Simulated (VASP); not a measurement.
# KTmH4 (F-43m) in VASP: a series of runs

KTmH4 is run at these levels: PBE; tasks: single point.

All numbers are computed with VASP 6.6.1; they aren't measurements. Logs are shortened: lines on timing, memory, paths and dates and some standing lists are left out, and cuts for length are marked.

## 1. The cell of the first run

Symmetry: F-43m, No. 216, cubic system. Conventional cell: a = 6.396 Å, b = 6.396 Å, c = 6.396 Å, α = 90.00°, β = 90.00°, γ = 90.00°. K (site symmetry -43m) has 12 H at 2.66 Å and 4 Tm at 2.77 Å within 3.5 Å. Tm (site symmetry -43m) has 12 H at 2.64 Å and 4 K at 2.77 Å within 3.5 Å. H (site symmetry 3m) has 6 H at 2.15 to 2.38 Å and 3 Tm at 2.64 Å and 3 K at 2.66 Å within 2.8 Å.

The cell was generated, and may not be a known phase.

## 2. Single point, PBE

File INCAR:

```
PREC     = Accurate       # precision mode
ENCUT    = 500            # plane-wave cutoff, eV
EDIFF    = 1E-6           # SCF threshold, eV
ISMEAR   = 0              # smearing method
SIGMA    = 0.1            # smearing width, eV
LREAL    = F              # projectors in reciprocal space
LASPH    = T              # aspherical terms in the spheres
NELM     = 200            # most SCF steps
ALGO     = Normal         # electronic algorithm
ISIF     = 2              # what is computed and relaxed
LWAVE    = F              # write WAVECAR
LCHARG   = T              # write CHGCAR
GGA      = PE             # functional
LELF     = T              # ELF
LVHAR    = T            
NBANDS   = 20             # bands
GGA_COMPAT= F            
LMAXMIX  = 6              # l up to which the mixer works
```

File KPOINTS:

```
regular mesh
0
Gamma
  4 4 4
```

File POSCAR:

```
KTmH4
1.0
    0.0000000000      3.1977907744      3.1977907744
    3.1977907744      0.0000000000      3.1977907744
    3.1977907744      3.1977907744      0.0000000000
K Tm H
1 1 4
Direct
    0.7500000000      0.7500000000      0.7500000000
    0.0000000000      0.0000000000      0.0000000000
    0.8939887770      0.3686704077      0.3686704077
    0.3686704077      0.3686704077      0.3686704077
    0.3686704077      0.8939887770      0.3686704077
    0.3686704077      0.3686704077      0.8939887770
```

Potentials or basis: VASP PAW PBE potentials, release 64 (K_sv, Tm_3, H), 4f in core.

Command:

```
> cat potpaw_PBE.64/K_sv/POTCAR potpaw_PBE.64/Tm_3/POTCAR potpaw_PBE.64/H/POTCAR > POTCAR
> mpirun -np 1 vasp_std > vasp.out
```

OUTCAR:

```text
PREC = Accurate
   ENCUT = 500
   EDIFF = 1E-6
   ISMEAR = 0
   LREAL = F
   LASPH = T
   NELM = 200
   ISIF = 2
   GGA = PE

 ion  position               nearest neighbor table
   1  0.750  0.750  0.750-   2 2.77   2 2.77   2 2.77   2 2.77
   2  0.000  0.000  0.000-   1 2.77   1 2.77   1 2.77   1 2.77
   3  0.894  0.369  0.369-
   4  0.369  0.369  0.369-
   5  0.369  0.894  0.369-
   6  0.369  0.369  0.894-

  LATTYP: Found a face centered cubic cell.
 ALAT       =     6.3955815488

  Lattice vectors:

 A1 = (   0.0000000000,   3.1977907744,   3.1977907744)
 A2 = (   3.1977907744,   0.0000000000,   3.1977907744)
 A3 = (   3.1977907744,   3.1977907744,   0.0000000000)

Analysis of symmetry for initial positions (statically):
=====================================================================
 Subroutine PRICEL returns:
 Original cell was already a primitive cell.

 Routine SETGRP: Setting up the symmetry group for a
 face centered cubic supercell.

 Subroutine GETGRP returns: Found 24 space group operations
 (whereof 24 operations were pure point group operations)
 out of a pool of 48 trial point group operations.

The static configuration has the point symmetry T_d .

Analysis of symmetry for dynamics (positions and initial velocities):
=====================================================================
 Subroutine PRICEL returns:
 Original cell was already a primitive cell.

 Routine SETGRP: Setting up the symmetry group for a
 face centered cubic supercell.

 Subroutine GETGRP returns: Found 24 space group operations
 (whereof 24 operations were pure point group operations)
 out of a pool of 48 trial point group operations.

The dynamic configuration has the point symmetry T_d .

 Subroutine INISYM returns: Found 24 space group operations
 (whereof 24 operations are pure point group operations),
 and found     1 'primitive' translations

----------------------------------------------------------------------------------------

                                     Primitive cell

  volume of cell :      65.4004

  direct lattice vectors                    reciprocal lattice vectors
     0.000000000  3.197790774  3.197790774    -0.156357947  0.156357947  0.156357947
     3.197790774  0.000000000  3.197790774     0.156357947 -0.156357947  0.156357947
     3.197790774  3.197790774  0.000000000     0.156357947  0.156357947 -0.156357947

  length of vectors
     4.522359083  4.522359083  4.522359083     0.270819908  0.270819908  0.270819908

  position of ions in fractional coordinates (direct lattice)
     0.750000000  0.750000000  0.750000000
     0.000000000  0.000000000  0.000000000
     0.893988777  0.368670408  0.368670408
     0.368670408  0.368670408  0.368670408
     0.368670408  0.893988777  0.368670408
     0.368670408  0.368670408  0.893988777

  ion indices of the primitive-cell ions
   primitive index   ion index
                 1           1
                 2           2
                 3           3
                 4           4
                 5           5
                 6           6

----------------------------------------------------------------------------------------

 KPOINTS: regular mesh

Automatic generation of k-mesh.
 Grid dimensions read from file:
 generate k-points for:    4    4    4

 Generating k-lattice:

  Cartesian coordinates                     Fractional coordinates (reciprocal lattice)
    -0.039089487  0.039089487  0.039089487     0.250000000  0.000000000  0.000000000
     0.039089487 -0.039089487  0.039089487     0.000000000  0.250000000  0.000000000
     0.039089487  0.039089487 -0.039089487     0.000000000  0.000000000  0.250000000

  Length of vectors
     0.067704977  0.067704977  0.067704977

  Shift w.r.t. Gamma in fractional coordinates (k-lattice)
     0.000000000  0.000000000  0.000000000

 Subroutine IBZKPT returns following result:
 ===========================================

 Found      8 irreducible k-points:

 Following reciprocal coordinates:
            Coordinates               Weight
  0.000000  0.000000  0.000000      1.000000
  0.250000  0.000000  0.000000      8.000000
  0.500000  0.000000  0.000000      4.000000
  0.250000  0.250000  0.000000      6.000000
  0.500000  0.250000  0.000000     24.000000
 -0.250000  0.250000  0.000000     12.000000
  0.500000  0.500000  0.000000      3.000000
 -0.250000  0.500000  0.250000      6.000000
   k-points           NKPTS =      8   k-points in BZ     NKDIM =      8   number of bands    NBANDS=     20
   number of dos      NEDOS =    301   number of ions     NIONS =      6
   total plane-waves  NPLWV =  46656
   dimension x,y,z NGX =    36 NGY =   36 NGZ =   36
   dimension x,y,z NGXF=    72 NGYF=   72 NGZF=   72
   ions per type =               1   1   4
   NGX,Y,Z   is equivalent  to a cutoff of  13.23, 13.23, 13.23 a.u.
   NGXF,Y,Z  is equivalent  to a cutoff of  26.47, 26.47, 26.47 a.u.
 SYSTEM =  unknown system
   PREC   = accura    normal or accurate (medium, high low for compatibility)
   ISTART =      0    job   : 0-new  1-cont  2-samecut
   ICHARG =      2    charge: 1-file 2-atom 10-const
   ISPIN  =      1    spin polarized calculation?
   LNONCOLLINEAR =      F non collinear calculations
   LSORBIT =      F    spin-orbit coupling
   LASPH  =      T    aspherical Exc in radial PAW
   ENCUT  =  500.0 eV  36.75 Ry    6.06 a.u.   8.25  8.25  8.25*2*pi/ulx,y,z
   NELM   =    200;   NELMIN=  2; NELMDL= -5     # of ELM steps
   EDIFF  = 0.1E-05   stopping-criterion for ELM
   LREAL  =      F    real-space projection
   EDIFFG = 0.1E-04   stopping-criterion for IOM
   NSW    =      0    number of steps for IOM
   IBRION =     -1    ionic relax: 0-MD 1-quasi-New 2-CG
   NFREE  =      0    steps in history (QN), initial steepest desc. (CG)
   ISIF   =      2    stress and relaxation
   ISYM   =      2    0-nonsym 1-usesym 2-fastsym
   POTIM  = 0.5000    time-step for ionic-motion
   TEBEG  =    0.0;   TEEND  =   0.0 temperature during run
   PSTRESS=    0.0 pullay stress
   NELECT =      22.0000    total number of electrons
   NUPDOWN=      -1.0000    fix difference up-down
   EMIN   =  10.00;   EMAX   =-10.00  energy-range for DOS
   EFERMI =   0.00;   METHOD = LEGACY
   ISMEAR =     0;   SIGMA  =   0.10  broadening in eV -4-tet -1-fermi 0-gaus
   EFERMI_NEDOS =   21; number of points for ismear=-14 and -15
   IALGO  =     38    algorithm
   IMIX   =      4    mixing-type and parameters
     AMIX     =   0.40;   BMIX     =  1.00
     AMIX_MAG =   1.60;   BMIX_MAG =  1.00
  volume/ion in A,a.u.               =      10.90        73.56
  Fermi-wavevector in a.u.,A,eV,Ry     =   1.138559  2.151565 17.637469  1.296317
  Thomas-Fermi vector in A             =   2.275264
   LORBIT       =      0    0 simple, 1 ext, 2 COOP (PROOUT), +10 PAW based schemes
   GGA     = PE    functional components
   LHFCALC =     F    Hartree Fock is set to
   AEXX    =    0.0000 exact exchange contribution
   IVDW    =     0    specifies the selected vdW correction
   LEPSILON=     F    determine dielectric tensor
   LRPA    =     F    only Hartree local field effects (RPA)
 non-spin polarized calculation
 Gauss-broadening in eV      SIGMA  =   0.10
  energy-cutoff  :      500.00
  volume of cell :       65.40
 maximum number of plane-waves:      1676
 NGX is ok and might be reduce to    36
   NGX = 17   NGY = 17   NGZ = 17

 number of electron      21.9999998 magnetization

 Free energy of the ion-electron system (eV)
  ---------------------------------------------------
  ext. energy  EPLUGINS =         0.00000000
  ---------------------------------------------------
  free energy    TOTEN  =       -15.39554455 eV

  energy without entropy =      -15.39554455  energy(sigma->0) =      -15.39554455

 E-fermi :   2.2282     XC(G=0):  -9.9078

 val. band max:        1.7613070388   @ k =   0.5000   0.5000   0.0000
 cond. band min:       2.9309676393   @ k =   0.0000   0.0000   0.0000
 fundamental gap:      1.1696606005
 Fermi energy:         2.2282049347

 k-point     1 :       0.0000    0.0000    0.0000
  band No.  band energies     occupation
      1     -29.1155      2.00000
      2     -24.5659      2.00000
      3     -24.5659      2.00000
      4     -24.5659      2.00000
      5     -12.7588      2.00000
      6     -12.7588      2.00000
[... 12 lines left out ...]
     19       7.8619      0.00000
     20       9.0685      0.00000

 k-point     2 :       0.2500    0.0000    0.0000
  band No.  band energies     occupation
      1     -29.1341      2.00000
      2     -24.5712      2.00000
      3     -24.5712      2.00000
      4     -24.5475      2.00000
      5     -12.8164      2.00000
      6     -12.7421      2.00000
[... 12 lines left out ...]
     19       8.0352      0.00000
     20      10.9507      0.00000

 k-point     3 :       0.5000    0.0000    0.0000
  band No.  band energies     occupation
      1     -29.1524      2.00000
      2     -24.5766      2.00000
      3     -24.5766      2.00000
      4     -24.5302      2.00000
      5     -12.8570      2.00000
      6     -12.7258      2.00000
[... 12 lines left out ...]
     19       8.6219      0.00000
     20       9.9347      0.00000

 k-point     4 :       0.2500    0.2500    0.0000
  band No.  band energies     occupation
      1     -29.1402      2.00000
      2     -24.5790      2.00000
      3     -24.5790      2.00000
      4     -24.5293      2.00000
      5     -12.8475      2.00000
      6     -12.7290      2.00000
[... 12 lines left out ...]
     19       9.7166      0.00000
     20       9.7167      0.00000

 k-point     5 :       0.5000    0.2500    0.0000
  band No.  band energies     occupation
      1     -29.1583      2.00000
      2     -24.5973      2.00000
      3     -24.5844      2.00000
      4     -24.4992      2.00000
      5     -12.8608      2.00000
      6     -12.7358      2.00000
[... 12 lines left out ...]
     19       8.9034      0.00000
     20       9.8602      0.00000

 k-point     6 :      -0.2500    0.2500    0.0000
  band No.  band energies     occupation
      1     -29.1523      2.00000
      2     -24.5971      2.00000
      3     -24.5766      2.00000
      4     -24.5094      2.00000
      5     -12.8327      2.00000
      6     -12.7509      2.00000
[... 12 lines left out ...]
     19       9.0309      0.00000
     20       9.6327      0.00000

 k-point     7 :       0.5000    0.5000    0.0000
  band No.  band energies     occupation
      1     -29.1643      2.00000
      2     -24.5921      2.00000
      3     -24.5921      2.00000
      4     -24.4938      2.00000
      5     -12.9135      2.00000
      6     -12.6976      2.00000
[... 12 lines left out ...]
     19      10.1257      0.00000
     20      10.2284      0.00000

 k-point     8 :      -0.2500    0.5000    0.2500
  band No.  band energies     occupation
      1     -29.1641      2.00000
      2     -24.6038      2.00000
      3     -24.5924      2.00000
      4     -24.4824      2.00000
      5     -12.8452      2.00000
      6     -12.7632      2.00000
[... 12 lines left out ...]
     19       9.3872      0.00000
     20       9.4721      0.00000

------------------------ aborting loop because EDIFF is reached ----------------------------------------

  FORCE on cell =-STRESS in cart. coord.  units (eV):
  Direction    XX          YY          ZZ          XY          YZ          ZX
  --------------------------------------------------------------------------------------
  -------------------------------------------------------------------------------------
  Total        0.0083692      0.0083692      0.0083692      0.0000000     -0.0000000     -0.0000000
  in kB        0.2050287      0.2050287      0.2050287      0.0000000     -0.0000000     -0.0000000
  external PRESSURE =       0.2050287 kB  Pullay stress =       0.0000000 kB

 VOLUME and BASIS-vectors are now :
 -----------------------------------------------------------------------------
  energy-cutoff  :      500.00
  volume of cell :       65.40
      direct lattice vectors                 reciprocal lattice vectors
     0.000000000  3.197790774  3.197790774    -0.156357947  0.156357947  0.156357947
     3.197790774  0.000000000  3.197790774     0.156357947 -0.156357947  0.156357947
     3.197790774  3.197790774  0.000000000     0.156357947  0.156357947 -0.156357947

 POSITION                                       TOTAL-FORCE (eV/Angst)
 -----------------------------------------------------------------------------------
      4.79669      4.79669      4.79669        -0.000000     -0.000000     -0.000000
      0.00000      0.00000      0.00000        -0.000000     -0.000000     -0.000000
      2.35786      4.03772      4.03772         0.000457     -0.000457     -0.000457
      2.35786      2.35786      2.35786         0.000457      0.000457      0.000457
      4.03772      2.35786      4.03772        -0.000457      0.000457     -0.000457
      4.03772      4.03772      2.35786        -0.000457     -0.000457      0.000457
 -----------------------------------------------------------------------------------
    total drift:                               -0.000000     -0.000000     -0.000000

  FREE ENERGIE OF THE ION-ELECTRON SYSTEM (eV)
  ---------------------------------------------------
  free  energy   TOTEN  =       -15.3955445527 eV

  energy  without entropy=      -15.3955445527  energy(sigma->0) =      -15.39554455
```

Run time: 17 s. Hardware: 1 thread of Intel Xeon Platinum 8559C (Emerald Rapids), shared host; peak memory 0.2 GiB.

What came out:

| Item | Value |
| --- | --- |
| Free energy | -15.3955 eV |
| Pressure | 0.0 GPa |
| Band gap on the k mesh | 1.17 eV (least direct gap 1.48 eV) |

Caveat: the k points lie up to 0.43 Å⁻¹ apart; spin-orbit coupling is left out, which moves the levels of the heavy elements; the 4f electrons are frozen in the core, so they carry no moment and show no levels. Spin polarisation is off, so any magnetic state and its effect on volume and gap are missing.

## 3. Single point, PBE

This run uses another cell than the first one, of 15.16 Å³/atom.

File INCAR:

```
PREC = Accurate
ENCUT = 500
EDIFF = 1E-6
ISMEAR = 0
SIGMA = 0.1
LREAL = False
LASPH = True
NELM = 200
ALGO = Normal
ISIF = 2
LWAVE = False
LCHARG = False
GGA = PE
NBANDS = 20
GGA_COMPAT = False
LMAXMIX = 6
```

KPOINTS is that of step 2.

File POSCAR:

```
KTmH4
1.0
    0.0000000000      3.5697374600      3.5697374600
    3.5697374600      0.0000000000      3.5697374600
    3.5697374600      3.5697374600      0.0000000000
K Tm H
1 1 4
Direct
    0.7500000000      0.7500000000      0.7500000000
    0.0000000000      0.0000000000      0.0000000000
    0.8750647300      0.3749784200      0.3749784200
    0.3749784200      0.3749784200      0.3749784200
    0.3749784200      0.8750647300      0.3749784200
    0.3749784200      0.3749784200      0.8750647300
```

Potentials or basis: VASP PAW PBE potentials, release 64 (K_sv, Tm_3, H), 4f in core.

Command:

```
> cat potpaw_PBE.64/K_sv/POTCAR potpaw_PBE.64/Tm_3/POTCAR potpaw_PBE.64/H/POTCAR > POTCAR
> mpirun -np 1 vasp_std > vasp.out
```

It took 22 s on 1 thread of Intel Xeon Platinum 8559C (Emerald Rapids), shared host; peak memory 0.23 GiB.

The run converged. Its results:

```
Free energy            : -14.5328 eV
Pressure               : -8.2 GPa
Largest force          : 0.185 eV/Å
Band gap on the k mesh : 0.71 eV
```

Forces in eV/Å, atoms in the order of the input:
```
K    0.000  0.000  0.000
Tm   0.000  0.000  0.000
H   -0.107  0.107  0.107
H   -0.107 -0.107 -0.107
H    0.107 -0.107  0.107
H    0.107  0.107 -0.107
```

Levels at points of the mesh, in eV from the valence-band top:
| k point | band 7 | band 8 | band 9 | band 10 | band 11 | band 12 | band 13 | band 14 | band 15 | band 16 |
| --- | --- | --- | --- | --- | --- | --- | --- | --- | --- | --- |
| (0.00, 0.00, 0.00) | -14.13 | -5.19 | -0.12 | -0.12 | -0.12 | 1.34 | 1.34 | 2.71 | 2.71 | 2.71 |
| (0.50, 0.00, 0.00) | -14.12 | -3.44 | -2.56 | -0.67 | -0.67 | 1.85 | 2.00 | 2.00 | 3.30 | 3.46 |
| (0.50, 0.50, 0.00) | -14.12 | -2.93 | -2.87 | 0.00 | 0.00 | 0.71 | 1.32 | 2.19 | 2.25 | 2.25 |

Caveat: the cell stands under tension; spin-orbit coupling is left out, which moves the levels of the heavy elements; the 4f electrons are frozen in the core, so they carry no moment and show no levels. Spin polarisation is off, so any magnetic state and its effect on volume and gap are missing.

## 4. Single point, PBE

File INCAR:

```
SYSTEM = KTmH4
  ALGO = Normal
  EDIFF = 1E-6
  ENCUT = 500
  GGA = PE
  GGA_COMPAT = .FALSE.
  ISIF = 2
  ISMEAR = 0
  LASPH = .TRUE.
  LCHARG = .TRUE.
  LELF = .TRUE.
  LMAXMIX = 6
  LREAL = .FALSE.
  LVHAR = .TRUE.
  LWAVE = .FALSE.
  NBANDS = 20
  NELM = 200
  PREC = Accurate
  SIGMA = 0.1
```

File KPOINTS:

```
k-points
0
G
  6 6 6
  0 0 0
```

File POSCAR:

```
KTmH4
1.0
    0.0000000000      3.1977907744      3.1977907744
    3.1977907744      0.0000000000      3.1977907744
    3.1977907744      3.1977907744      0.0000000000
K Tm H
1 1 4
Direct
    0.2500000000      0.2500000000      0.2500000000
    0.0000000000      0.0000000000      0.0000000000
    0.6313295923      0.6313295923      0.1060112230
    0.6313295923      0.1060112230      0.6313295923
    0.1060112230      0.6313295923      0.6313295923
    0.6313295923      0.6313295923      0.6313295923
```

Command:

```
> cat potpaw_PBE.64/K_sv/POTCAR potpaw_PBE.64/Tm_3/POTCAR potpaw_PBE.64/H/POTCAR > POTCAR
> mpirun -np 1 vasp_std > vasp.out
```

It took 28 s on 1 thread of Intel Xeon Platinum 8559C (Emerald Rapids), shared host; peak memory 0.21 GiB.

It converged, with:

```
Free energy            : -15.4121 eV
Pressure               : 0.0 GPa
Largest force          : 0.004 eV/Å
Band gap on the k mesh : 1.16 eV
```

Forces on the atoms (eV/Å):
```
K    0.000  0.000  0.000
Tm   0.000  0.000  0.000
H    0.002  0.002 -0.002
H    0.002 -0.002  0.002
H   -0.002  0.002  0.002
H   -0.002 -0.002 -0.002
```

Levels at points of the mesh, in eV from the valence-band top:
| k point | band 9 | band 10 | band 11 | band 12 | band 13 | band 14 |
| --- | --- | --- | --- | --- | --- | --- |
| (0.00, 0.00, 0.00) | -0.35 | -0.35 | -0.35 | 1.18 | 1.18 | 3.69 |
| (0.50, 0.00, 0.00) | -3.11 | -1.20 | -1.20 | 2.32 | 2.32 | 2.69 |
| (0.50, 0.50, 0.00) | -3.57 | 0.00 | 0.00 | 1.49 | 2.06 | 2.76 |

Caveat: spin-orbit coupling is left out, which moves the levels of the heavy elements; the 4f electrons are frozen in the core, so they carry no moment and show no levels. A k mesh can miss the band edges.

## 5. Overview

```csv
cell,k mesh,gap on the mesh (eV),pressure (GPa)
"a = 4.522 Å, angles 60.0°, 6 atoms, atomic positions A",4 × 4 × 4,1.17,0.0
"a = 5.048 Å, angles 60.0°, 6 atoms, atomic positions B",4 × 4 × 4,0.71,-8.2
"a = 4.522 Å, angles 60.0°, 6 atoms, atomic positions A",6 × 6 × 6,1.16,0.0
```

Alike in all rows: task single point; level PBE; potentials or basis VASP PAW PBE potentials, release 64 (K_sv, Tm_3, H), 4f in core; no spin polarisation; cutoff (eV) 500; smearing gaussian 0.1 eV.

Caveats: some runs use coarse meshes; spin-orbit coupling is left out, which moves the levels of the heavy elements; the 4f electrons are frozen in the core, so they carry no moment and show no levels; the cell stands under tension (at least some runs).

Absolute energies hang on the potentials; compare differences alone.
